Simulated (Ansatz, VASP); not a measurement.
Two plane-wave programs on GaP

Contents of INCAR:

```
SYSTEM = GaP
  ALGO = Normal
  EDIFF = 1E-7
  ENCUT = 520
  GGA = PS
  ISIF = 2
  ISMEAR = 0
  LASPH = .True.
  LCHARG = .False.
  LREAL = .False.
  LWAVE = .False.
  NBANDS = 26
  NELM = 100
  PREC = Accurate
  SIGMA = 0.1
```

File KPOINTS:

```
k-points
0
Gamma
  6 6 6
  0 0 0
```

The input POSCAR:

```
GaP
1.0
    1.9430151755      1.1218003346      6.4308101003
   -1.9430151755      1.1218003346      6.4308101003
    0.0000000000     -2.2436006692      6.4308101003
Ga P
2 2
Direct
    0.4353720000      0.4353720000      0.4353720000
    0.5646280000      0.5646280000      0.5646280000
    0.0573890000      0.0573890000      0.0573890000
    0.9426110000      0.9426110000      0.9426110000
```

Input for Ansatz:

```yaml
crystal:
  lattice:
    - [1.9430151755, 1.1218003346, 6.4308101003]
    - [-1.9430151755, 1.1218003346, 6.4308101003]
    - [0.0, -2.2436006692, 6.4308101003]
  atoms:
    - { symbol: Ga, position: [0.435372, 0.435372, 0.435372] }
    - { symbol: Ga, position: [0.564628, 0.564628, 0.564628] }
    - { symbol: P, position: [0.057389, 0.057389, 0.057389] }
    - { symbol: P, position: [0.942611, 0.942611, 0.942611] }
basis:
  ecutwfc: 420
kpoints:
  mp_grid: { grid: [6, 6, 6] }
hamiltonian:
  xc: pbesol
scf:
  occupations: { method: gaussian, width: 0.1 }
output:
  forces: true
  stress: true
  eigenvalues: true
```

Alike in both runs: task single point; functional PBEsol; k mesh 6 × 6 × 6; occupations gaussian, width 0.1 eV; no spin polarisation.

|  | VASP | Ansatz |
| --- | --- | --- |
| version | VASP 6.6.1 | Ansatz 0.2.0 |
| potentials or method | VASP PAW PBE potentials, release 64 (Ga_d, P), cutoff 520 eV | scalar-relativistic, plane waves, PAW |
| valence electrons in the cell | 36 | 36 |

```csv
,VASP,Ansatz,Ansatz less VASP
gap on the k mesh at the Fermi level (eV),0.74,0.73,-0.010
least direct gap on the mesh (eV),1.02,1.03,+0.002
pressure (GPa),-2.8,-2.8,+0.03
"traceless stress, the component that is largest in VASP (GPa)",0.17,0.18,+0.011
rms of the force components (eV/Å),0.040,0.045,+0.0044
```

VASP's potentials were made for PBE, not for PBEsol. Atom by atom the forces differ by 0.006 eV/Å (rms over components). The functional is the same, so the differences come from potentials, cutoffs and numerics.
